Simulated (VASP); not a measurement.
Input of a VASP 6.6.1 run:

The input INCAR:

```
ALGO = Normal
EDIFF = 1E-6
ENCUT = 520
GGA = PE
ISIF = 2
ISMEAR = 0
LASPH = T
LCHARG = T
LELF = T
LREAL = F
LVHAR = T
LWAVE = F
NBANDS = 31
NELM = 80
PREC = Accurate
SIGMA = 0.01
```

The input KPOINTS:

```
k-points
0
Gamma
  10 10 6
```

File POSCAR:

```
SiGe3
1.0
    4.0126314324      0.0000000000      0.0000000000
    0.0000000000      4.0126314324      0.0000000000
    0.0000000000      0.0000000000      5.6797824734
Si Ge
1 3
Direct
    0.5000000000      0.5000000000      0.5000000000
    0.0000000000      0.0000000000      0.0000000000
    0.5000000000      0.0000000000      0.7435439410
    0.0000000000      0.5000000000      0.2564560590
```

Potentials or basis: VASP PAW PBE potentials, release 64 (Si, Ge_d).

The run is started by

```bash
$ cat potpaw_PBE.64/Si/POTCAR potpaw_PBE.64/Ge_d/POTCAR > POTCAR
$ mpirun -np 1 vasp_std > vasp.out
```

Problem. What does it give for the pressure?

Solution. 0.0 GPa.

Problem. What does it give for the largest force?

Solution. 0.004 eV/Å.

Problem. Predict the band gap on the k mesh.

Solution. 0.16 eV (least direct gap 0.41 eV).

Forces in eV/Å, atoms in the order of the input:
```
Si   0.000  0.000  0.000
Ge   0.000  0.000  0.000
Ge   0.000  0.000 -0.004
Ge   0.000  0.000  0.004
```

A k mesh can miss the band edges.
